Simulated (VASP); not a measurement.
Here is a VASP 6.6.1 calculation.

File INCAR:

```
PREC = Accurate
ENCUT = 500
EDIFF = 1E-6
ISMEAR = -1
SIGMA = 0.05
LREAL = False
LASPH = True
NELM = 120
ALGO = Normal
ISIF = 2
LWAVE = False
LCHARG = False
GGA = PS
NBANDS = 16
GGA_COMPAT = False
```

File KPOINTS:

```
Automatic mesh
0
Gamma
  7 7 7
```

Contents of POSCAR:

```
InAs
1.0
    0.0000000000      3.0180000000      2.8972800000
    3.0180000000      0.0000000000      2.8972800000
    3.0180000000      3.0180000000      0.0000000000
In As
1 1
Direct
    0.0000000000      0.0000000000      0.0000000000
    0.7500000000      0.7500000000      0.7500000000
```

Potentials or basis: VASP PAW PBE potentials, release 64 (In_d, As).

The run is started by

```bash
$ cat potpaw_PBE.64/In_d/POTCAR potpaw_PBE.64/As/POTCAR > POTCAR
$ mpirun -np 1 vasp_std > vasp.out
```

(1) Estimate the band gap on the k mesh.

(2) What does it give for the pressure?

Results:

(1) 0.18 eV, direct.

(2) 4.4 GPa.

Caveat: the PAW data sets were made with another functional, which shifts forces and pressure a little; spin-orbit coupling is left out, which moves the levels of the heavy elements.
